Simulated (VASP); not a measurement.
Set up this calculation in VASP 6.6.1, as the native input.

- Task: single point
- Functional: PBE
- Potentials or basis: VASP PAW PBE potentials, release 64 (Zn, O)
- Cutoff: 520 eV
- k mesh: 9 × 9 × 4
- Occupations: fermi-dirac, width 0.05 eV
- Spin: no spin polarisation
- Dipole correction: no
- Further INCAR settings: ALGO = Normal; EDIFF = 1e-06; NBANDS = 26

The structure of ZnO lies in POSCAR:

```
ZnO
1.0
    3.2879671587      0.0000000000      0.0000000000
   -1.6439835793      2.8474630862      0.0000000000
    0.0000000000      0.0000000000      7.1304413500
Zn O
2 2
Direct
    0.0000000000      0.0000000000      0.2500000000
    0.0000000000      0.0000000000      0.7500000000
    0.6666666667      0.3333333333      0.7500000000
    0.3333333333      0.6666666667      0.2500000000
```

The input as run:

INCAR

```
SYSTEM = ZnO
PREC = Accurate ; ENCUT = 520
EDIFF = 1E-6 ; ISMEAR = -1
SIGMA = 0.05 ; LREAL = .False.
LASPH = .True. ; NELM = 100
ALGO = Normal ; ISIF = 2
LWAVE = .False. ; LCHARG = .False.
GGA = PE ; NBANDS = 26
```

KPOINTS

```
Automatic mesh
0
Gamma
  9 9 4
  0 0 0
```

Potentials or basis: VASP PAW PBE potentials, release 64 (Zn, O).

Run with:

```console
$ cat potpaw_PBE.64/Zn/POTCAR potpaw_PBE.64/O/POTCAR > POTCAR
$ mpirun -np 1 vasp_std > vasp.out
```

Results of the run:

The pressure is 0.1 GPa and the band gap on the k mesh is 0.82 eV, direct.

Wall time 33 s on 1 thread of Intel(R) Xeon(R) Platinum 8559C (Emerald Rapids), on a shared host, peak memory 0.2 GiB.
